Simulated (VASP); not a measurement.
**K: single point with PBE**

The system is K.

```
CELL_PARAMETERS angstrom
3.61149 0.00000 0.00000
-1.80575 3.12764 0.00000
0.00000 0.00000 3.39480
ATOMIC_POSITIONS crystal
K 0.00000 0.00000 0.00000
```

This cell differs from its parent crystal: volume scaled by 0.5.

- Program: VASP 6.6.1
- Task: single point
- Functional: PBE
- Potentials or basis: VASP PAW PBE potentials, release 64 (K_sv)
- Cutoff: 520 eV
- k mesh: 10 × 10 × 9
- Occupations: fermi-dirac, width 0.08 eV
- Spin: no spin polarisation
- Dipole correction: no
- Further INCAR settings: ALGO = Normal; EDIFF = 1e-06; NBANDS = 10

| Item | Value |
| --- | --- |
| Pressure | 7.8 GPa |

Stress tensor (GPa, compression positive):
```
7.88 0.00 0.00
0.00 7.88 0.00
0.00 0.00 7.61
```

Levels at points of the mesh, in eV from the Fermi level:
```tsv
k point	band 3	band 4	band 5	band 6	band 7	band 8
(0.00, 0.00, 0.00)	-15.57	-15.53	-3.16	2.70	4.50	4.50
(0.50, 0.00, 0.00)	-15.71	-15.46	0.08	1.04	3.03	5.55
```

Wall time 38 s on 1 thread of Intel Xeon 8259CL, on a shared host, peak memory 0.17 GiB.
